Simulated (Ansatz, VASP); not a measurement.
## One calculation of Al2O3, two programs

```
CELL_PARAMETERS angstrom
2.40435 1.38815 4.37452
-2.40435 1.38815 4.37452
0.00000 -2.77631 4.37452
ATOMIC_POSITIONS crystal
Al 0.35215 0.35215 0.35215
Al 0.14785 0.14785 0.14785
Al 0.64785 0.64785 0.64785
Al 0.85215 0.85215 0.85215
O 0.55618 0.94382 0.25000
O 0.25000 0.55618 0.94382
O 0.94382 0.25000 0.55618
O 0.44382 0.05618 0.75000
O 0.75000 0.44382 0.05618
O 0.05618 0.75000 0.44382
```

Alike in both runs: functional PBE; k mesh 5 × 5 × 5; no spin polarisation.

Ansatz relaxed the structure, and its values are those at the end. VASP's run is a single point on that final structure, the one shown.

|  | VASP | Ansatz |
| --- | --- | --- |
| version | VASP 6.6.1 | Ansatz 0.2.0 |
| potentials or method | VASP PAW PBE potentials, release 64 (Al, O) | scalar-relativistic, plane waves, PAW |
| plane-wave cutoff (eV) | 520 | 420 |
| occupations | gaussian, width 0.01 eV | fixed |
| valence electrons in the cell | 48 | 48 |

|  | VASP | Ansatz | Ansatz less VASP |
| --- | --- | --- | --- |
| pressure (GPa) | -0.1 | 0.0 | +0.16 |
